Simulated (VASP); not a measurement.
# Mo (P6/mmm) in VASP: notebook

Mo is run at these levels: PBEsol; tasks: single point.

Everything below comes from runs of VASP 6.6.1. Logs are shortened: lines on timing, memory, paths and dates and some standing lists are left out, and cuts for length are marked.

### 1 The cell of the first run

The structure is hexagonal, space group P6/mmm (No. 191). Conventional cell: a = 2.691 Å, b = 2.691 Å, c = 2.640 Å, α = 90.00°, β = 90.00°, γ = 120.00°. Within 3.5 Å of Mo (site symmetry 6/mmm) lie 8 Mo at 2.64 to 2.69 Å.

### 2 Single point, PBEsol

Input file INCAR:

```
SYSTEM = Mo
PREC = Accurate
ENCUT = 520
EDIFF = 1E-6
ISMEAR = 0
SIGMA = 0.15
LREAL = .FALSE.
LASPH = .TRUE.
NELM = 60
ALGO = Fast
ISIF = 2
LWAVE = .FALSE.
LCHARG = .FALSE.
GGA = PS
NBANDS = 13
```

Input file KPOINTS:

```
regular mesh
0
G
  24 24 20
  0 0 0
```

Input file POSCAR:

```
Mo
1.0
    2.6913815451      0.0000000000      0.0000000000
   -1.3456907725      2.3308047893      0.0000000000
    0.0000000000      0.0000000000      2.6396589451
Mo
1
Direct
    0.0000000000      0.0000000000      0.5000000000
```

Potentials or basis: VASP PAW PBE potentials, release 64 (Mo_sv).

Launch:

```console
cat potpaw_PBE.64/Mo_sv/POTCAR > POTCAR
mpirun -np 1 vasp_std > vasp.out
```

OUTCAR:

```text
SYSTEM = Mo
   PREC = Accurate
   ENCUT = 520
   EDIFF = 1E-6
   ISMEAR = 0
   LREAL = .FALSE.
   LASPH = .TRUE.
   NELM = 60
   ISIF = 2
   GGA = PS

 ion  position               nearest neighbor table
   1  0.000  0.000  0.500-

  LATTYP: Found a hexagonal cell.
 ALAT       =     2.6913815451
 C/A-ratio  =     0.9807821377

  Lattice vectors:

 A1 = (   2.6913815451,   0.0000000000,   0.0000000000)
 A2 = (  -1.3456907725,   2.3308047893,   0.0000000000)
 A3 = (   0.0000000000,   0.0000000000,   2.6396589451)

Analysis of symmetry for initial positions (statically):
=====================================================================
 Subroutine PRICEL returns:
 Original cell was already a primitive cell.

 Routine SETGRP: Setting up the symmetry group for a
 hexagonal supercell.

 Subroutine GETGRP returns: Found 24 space group operations
 (whereof 24 operations were pure point group operations)
 out of a pool of 24 trial point group operations.

The static configuration has the point symmetry D_6h.

Analysis of symmetry for dynamics (positions and initial velocities):
=====================================================================
 Subroutine PRICEL returns:
 Original cell was already a primitive cell.

 Routine SETGRP: Setting up the symmetry group for a
 hexagonal supercell.

 Subroutine GETGRP returns: Found 24 space group operations
 (whereof 24 operations were pure point group operations)
 out of a pool of 24 trial point group operations.

The dynamic configuration has the point symmetry D_6h.

 Subroutine INISYM returns: Found 24 space group operations
 (whereof 24 operations are pure point group operations),
 and found     1 'primitive' translations

----------------------------------------------------------------------------------------

                                     Primitive cell

  volume of cell :      16.5588

  direct lattice vectors                    reciprocal lattice vectors
     2.691381545  0.000000000  0.000000000     0.371556386  0.214518179  0.000000000
    -1.345690773  2.330804789  0.000000000     0.000000000  0.429036359  0.000000000
     0.000000000  0.000000000  2.639658945     0.000000000  0.000000000  0.378836820

  length of vectors
     2.691381545  2.691381545  2.639658945     0.429036359  0.429036359  0.378836820

  position of ions in fractional coordinates (direct lattice)
     0.000000000  0.000000000  0.500000000

  ion indices of the primitive-cell ions
   primitive index   ion index
                 1           1

----------------------------------------------------------------------------------------

 KPOINTS: regular mesh

Automatic generation of k-mesh.
 Grid dimensions read from file:
 generate k-points for:   24   24   20

 Generating k-lattice:

  Cartesian coordinates                     Fractional coordinates (reciprocal lattice)
     0.015481516  0.008938257  0.000000000     0.041666667  0.000000000  0.000000000
     0.000000000  0.017876515  0.000000000     0.000000000  0.041666667  0.000000000
     0.000000000  0.000000000  0.018941841     0.000000000  0.000000000  0.050000000

  Length of vectors
     0.017876515  0.017876515  0.018941841

  Shift w.r.t. Gamma in fractional coordinates (k-lattice)
     0.000000000  0.000000000  0.000000000

 Subroutine IBZKPT returns following result:
 ===========================================

 Found    671 irreducible k-points:

 Following reciprocal coordinates:
            Coordinates               Weight
  0.000000  0.000000  0.000000      1.000000
  0.041667  0.000000  0.000000      6.000000
  0.083333 -0.000000  0.000000      6.000000
  0.125000 -0.000000  0.000000      6.000000
  0.166667  0.000000  0.000000      6.000000
  0.208333  0.000000  0.000000      6.000000
[... 16 lines left out ...]
  0.416667  0.041667  0.000000     12.000000
  0.458333  0.041667  0.000000     12.000000
 [... further k-points ...]
   k-points           NKPTS =    671   k-points in BZ     NKDIM =    671   number of bands    NBANDS=     13
   number of dos      NEDOS =    301   number of ions     NIONS =      1
   total plane-waves  NPLWV =   8000
   dimension x,y,z NGX =    20 NGY =   20 NGZ =   20
   dimension x,y,z NGXF=    40 NGYF=   40 NGZF=   40
   ions per type =               1
   NGX,Y,Z   is equivalent  to a cutoff of  12.35, 12.35, 12.60 a.u.
   NGXF,Y,Z  is equivalent  to a cutoff of  24.71, 24.71, 25.19 a.u.
 SYSTEM =  Mo
   PREC   = accura    normal or accurate (medium, high low for compatibility)
   ISTART =      0    job   : 0-new  1-cont  2-samecut
   ICHARG =      2    charge: 1-file 2-atom 10-const
   ISPIN  =      1    spin polarized calculation?
   LNONCOLLINEAR =      F non collinear calculations
   LSORBIT =      F    spin-orbit coupling
   LASPH  =      T    aspherical Exc in radial PAW
   ENCUT  =  520.0 eV  38.22 Ry    6.18 a.u.   5.00  5.00  4.91*2*pi/ulx,y,z
   NELM   =     60;   NELMIN=  2; NELMDL= -5     # of ELM steps
   EDIFF  = 0.1E-05   stopping-criterion for ELM
   LREAL  =      F    real-space projection
   EDIFFG = 0.1E-04   stopping-criterion for IOM
   NSW    =      0    number of steps for IOM
   IBRION =     -1    ionic relax: 0-MD 1-quasi-New 2-CG
   NFREE  =      0    steps in history (QN), initial steepest desc. (CG)
   ISIF   =      2    stress and relaxation
   ISYM   =      2    0-nonsym 1-usesym 2-fastsym
   POTIM  = 0.5000    time-step for ionic-motion
   TEBEG  =    0.0;   TEEND  =   0.0 temperature during run
   PSTRESS=    0.0 pullay stress
   NELECT =      14.0000    total number of electrons
   NUPDOWN=      -1.0000    fix difference up-down
   EMIN   =  10.00;   EMAX   =-10.00  energy-range for DOS
   EFERMI =   0.00;   METHOD = LEGACY
   ISMEAR =     0;   SIGMA  =   0.15  broadening in eV -4-tet -1-fermi 0-gaus
   EFERMI_NEDOS =   21; number of points for ismear=-14 and -15
   IALGO  =     68    algorithm
   IMIX   =      4    mixing-type and parameters
     AMIX     =   0.40;   BMIX     =  1.00
     AMIX_MAG =   1.60;   BMIX_MAG =  1.00
  volume/ion in A,a.u.               =      16.56       111.74
  Fermi-wavevector in a.u.,A,eV,Ry     =   1.548013  2.925320 32.604229  2.396343
  Thomas-Fermi vector in A             =   2.653024
   LORBIT       =      0    0 simple, 1 ext, 2 COOP (PROOUT), +10 PAW based schemes
   GGA     = PS    functional components
   LHFCALC =     F    Hartree Fock is set to
   AEXX    =    0.0000 exact exchange contribution
   IVDW    =     0    specifies the selected vdW correction
   LEPSILON=     F    determine dielectric tensor
   LRPA    =     F    only Hartree local field effects (RPA)
 non-spin polarized calculation
 RMM-DIIS sequential band-by-band and
 Gauss-broadening in eV      SIGMA  =   0.15
  energy-cutoff  :      520.00
  volume of cell :       16.56
 maximum number of plane-waves:       462
 NGX is ok and might be reduce to    20
   NGX =  9   NGY =  9   NGZ =  9

 number of electron      13.9999999 magnetization

 Free energy of the ion-electron system (eV)
  ---------------------------------------------------
  ext. energy  EPLUGINS =         0.00000000
  ---------------------------------------------------
  free energy    TOTEN  =       -10.81150973 eV

  energy without entropy =      -10.79966756  energy(sigma->0) =      -10.80558864

 E-fermi :  11.5516     XC(G=0): -13.1093

 val. band max:       11.5465770005   @ k =   0.4167   0.0000   0.4500
 cond. band min:      11.5560904596   @ k =   0.4167   0.0833   0.2500
 fundamental gap:      0.0095134591
 Fermi energy:        11.5515783023

 k-point     1 :       0.0000    0.0000    0.0000
  band No.  band energies     occupation
      1     -49.4896      2.00000
      2     -22.9361      2.00000
      3     -22.6873      2.00000
      4     -22.6873      2.00000
      5       4.6172      2.00000
      6       7.1925      2.00000
      7      10.6034      2.00000
      8      10.6034      2.00000
      9      15.4334      0.00000
     10      15.4334      0.00000
     11      24.7819      0.00000
     12      25.9519      0.00000
     13      32.6521      0.00000

 k-point     2 :       0.0417    0.0000    0.0000
  band No.  band energies     occupation
      1     -49.4851      2.00000
      2     -22.9328      2.00000
      3     -22.7164      2.00000
      4     -22.6938      2.00000
      5       4.6884      2.00000
      6       7.2279      2.00000
      7      10.5295      2.00000
      8      10.6701      2.00000
      9      15.3386      0.00000
     10      15.4190      0.00000
     11      24.9498      0.00000
     12      26.1097      0.00000
     13      32.0857      0.00000

 k-point     3 :       0.0833   -0.0000    0.0000
  band No.  band energies     occupation
      1     -49.4719      2.00000
      2     -22.9233      2.00000
      3     -22.8011      2.00000
      4     -22.7126      2.00000
      5       4.8953      2.00000
      6       7.3325      2.00000
      7      10.3273      2.00000
      8      10.8687      2.00000
      9      15.0738      0.00000
     10      15.3772      0.00000
     11      25.4266      0.00000
     12      26.5607      0.00000
     13      30.9652      0.00000

 k-point     4 :       0.1250   -0.0000    0.0000
  band No.  band energies     occupation
      1     -49.4508      2.00000
      2     -22.9345      2.00000
      3     -22.9081      2.00000
      4     -22.7425      2.00000
      5       5.2175      2.00000
      6       7.4979      2.00000
      7      10.0512      2.00000
      8      11.1947      1.99923
      9      14.6860      0.00000
     10      15.3113      0.00000
     11      26.1218      0.00000
     12      27.2483      0.00000
     13      29.7635      0.00000

 k-point     5 :       0.1667    0.0000    0.0000
  band No.  band energies     occupation
      1     -49.4232      2.00000
      2     -23.1057      2.00000
      3     -22.8882      2.00000
      4     -22.7812      2.00000
      5       5.6197      2.00000
      6       7.6971      2.00000
      7       9.7892      2.00000
      8      11.6400      0.40470
      9      14.2290      0.00000
     10      15.2268      0.00000
     11      26.7652      0.00000
     12      28.0988      0.00000
     13      28.7890      0.00000

 k-point     6 :       0.2083    0.0000    0.0000
  band No.  band energies     occupation
      1     -49.3909      2.00000
      2     -23.3016      2.00000
      3     -22.8650      2.00000
      4     -22.8260      2.00000
      5       6.0510      2.00000
      6       7.8603      2.00000
      7       9.6752      2.00000
      8      12.1927      0.00000
      9      13.7494      0.00000
     10      15.1302      0.00000
     11      26.5208      0.00000
     12      28.8010      0.00000
     13      29.0301      0.00000

 k-point     7 :       0.2500   -0.0000    0.0000
  band No.  band energies     occupation
      1     -49.3559      2.00000
      2     -23.5079      2.00000
      3     -22.8736      2.00000
      4     -22.8400      2.00000
      5       6.4429      2.00000
      6       7.9071      2.00000
      7       9.8530      2.00000
      8      12.8360      0.00000
      9      13.2829      0.00000
     10      15.0286      0.00000
     11      25.5827      0.00000
     12      29.1102      0.00000
     13      29.4307      0.00000
[... 193 lines left out ...]
 k-point    20 :       0.2917    0.0417    0.0000
  band No.  band energies     occupation
      1     -49.3018      2.00000
      2     -23.8061      2.00000
      3     -22.9577      2.00000
      4     -22.8015      2.00000
      5       6.8213      2.00000
      6       7.9703      2.00000
      7      10.5003      2.00000
      8      12.6634      0.00000
      9      14.0318      0.00000
     10      14.8428      0.00000
     11      24.1508      0.00000
     12      27.5427      0.00000
     13      29.9601      0.00000

 k-point    21 :       0.3333    0.0417    0.0000
  band No.  band energies     occupation
      1     -49.2710      2.00000
      2     -23.9755      2.00000
      3     -23.0000      2.00000
      4     -22.7796      2.00000
      5       6.7886      2.00000
      6       8.1359      2.00000
      7      11.1501      1.99985
      8      12.3336      0.00000
      9      14.7538      0.00000
     10      14.7789      0.00000
     11      23.3455      0.00000
     12      26.8240      0.00000
     13      29.4031      0.00000

 k-point    22 :       0.3750    0.0417    0.0000
  band No.  band energies     occupation
      1     -49.2457      2.00000
      2     -24.1120      2.00000
      3     -23.0344      2.00000
      4     -22.7616      2.00000
      5       6.6731      2.00000
      6       8.3516      2.00000
      7      11.7798      0.03139
      8      12.0777      0.00000
      9      14.6822      0.00000
     10      15.4699      0.00000
     11      22.7161      0.00000
     12      26.1362      0.00000
     13      28.7160      0.00000

 k-point    23 :       0.4167    0.0417    0.0000
  band No.  band energies     occupation
      1     -49.2278      2.00000
      2     -24.2076      2.00000
      3     -23.0586      2.00000
      4     -22.7489      2.00000
      5       6.5664      2.00000
      6       8.5314      2.00000
      7      11.9031      0.00092
      8      12.2825      0.00000
      9      14.6322      0.00000
     10      16.0204      0.00000
     11      22.2884      0.00000
     12      25.5764      0.00000
     13      28.1230      0.00000

 k-point    24 :       0.4583    0.0417    0.0000
  band No.  band energies     occupation
      1     -49.2184      2.00000
      2     -24.2568      2.00000
      3     -23.0710      2.00000
      4     -22.7423      2.00000
      5       6.5064      2.00000
      6       8.6311      2.00000
      7      11.8147      0.01311
      8      12.5635      0.00000
      9      14.6065      0.00000
     10      16.3326      0.00000
     11      22.0738      0.00000
     12      25.2554      0.00000
     13      27.7812      0.00000

 [... further k-points ...]
[... 5 lines left out ...]
  --------------------------------------------------------------------------------------
  -------------------------------------------------------------------------------------
  Total        0.5507695      0.5507695     -1.7409430      0.0000000     -0.0000000      0.0000000
  in kB       53.2907051     53.2907051   -168.4481099      0.0000000     -0.0000000      0.0000000
  external PRESSURE =     -20.6222332 kB  Pullay stress =       0.0000000 kB

 VOLUME and BASIS-vectors are now :
 -----------------------------------------------------------------------------
  energy-cutoff  :      520.00
  volume of cell :       16.56
      direct lattice vectors                 reciprocal lattice vectors
     2.691381545  0.000000000  0.000000000     0.371556386  0.214518179  0.000000000
    -1.345690773  2.330804789  0.000000000     0.000000000  0.429036359  0.000000000
     0.000000000  0.000000000  2.639658945     0.000000000  0.000000000  0.378836820

 POSITION                                       TOTAL-FORCE (eV/Angst)
 -----------------------------------------------------------------------------------
      0.00000      0.00000      1.31983        -0.000000      0.000000      0.000000
 -----------------------------------------------------------------------------------
    total drift:                               -0.000000      0.000000     -0.000000

  FREE ENERGIE OF THE ION-ELECTRON SYSTEM (eV)
  ---------------------------------------------------
  free  energy   TOTEN  =       -10.8115097254 eV

  energy  without entropy=      -10.7996675577  energy(sigma->0) =      -10.80558864
```

It took 74 s on 1 thread of Intel Xeon Platinum 8375C at 2.90GHz (Ice Lake), shared host; peak memory 0.24 GiB.

Results:

| Item | Value |
| --- | --- |
| Free energy | -10.8115 eV |
| Pressure | -2.1 GPa |
| Band gap on the k mesh | zero (band 7 reaches 12.47 eV, above the bottom of band 8 at 10.60 eV) |

Levels at points of the mesh, in eV from the Fermi level:
| k point | band 3 | band 4 | band 5 | band 6 | band 7 | band 8 | band 9 | band 10 | band 11 | band 12 |
| --- | --- | --- | --- | --- | --- | --- | --- | --- | --- | --- |
| (0.00, 0.00, 0.00) | -34.24 | -34.24 | -6.93 | -4.36 | -0.95 | -0.95 | 3.88 | 3.88 | 13.23 | 14.40 |
| (0.50, 0.00, 0.00) | -34.61 | -34.29 | -5.12 | -2.92 | 0.23 | 1.17 | 3.10 | 4.71 | 10.55 | 13.88 |
| (0.00, 0.00, 0.50) | -34.13 | -34.13 | -4.16 | -0.47 | -0.31 | -0.31 | 1.21 | 1.21 | 8.86 | 15.84 |
| (0.50, 0.00, 0.50) | -35.51 | -34.48 | -5.38 | -3.88 | -0.14 | 4.96 | 5.65 | 6.07 | 7.15 | 15.92 |

Caveat: the PAW data sets were made with another functional, which shifts forces and pressure a little.

(Part 1 of 3 ends here.)
